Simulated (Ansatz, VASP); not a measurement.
BP in VASP and in Ansatz

```
P B
1.0
     0.00000    2.28403    2.28403
     2.28403    0.00000    2.28403
     2.28403    2.28403    0.00000
P B
1 1
Direct
  0.75000 0.75000 0.75000
  0.00000 0.00000 0.00000
```

Alike in both runs: task single point; functional r2SCAN; dispersion rVV10; k mesh 10 × 10 × 10; occupations fermi-dirac, width 0.05 eV; no spin polarisation.

```csv
,VASP,Ansatz
version,VASP 6.6.1,Ansatz 0.2.0
potentials or method,"VASP PAW PBE potentials, release 64 (P, B)",Ansatz PAW
plane-wave cutoff (eV),520,500
valence electrons in the cell,8,8
```

VASP gave:

- gap on the k mesh at the Fermi level (eV): 1.44
- least direct gap on the mesh (eV): 3.60
- pressure (GPa): -4.4

Question: Estimate Ansatz's values.

Answer: gap on the k mesh at the Fermi level (eV): 1.41; least direct gap on the mesh (eV): 3.57; pressure (GPa): -4.0.

VASP's potentials were made for PBE, not for r2SCAN.
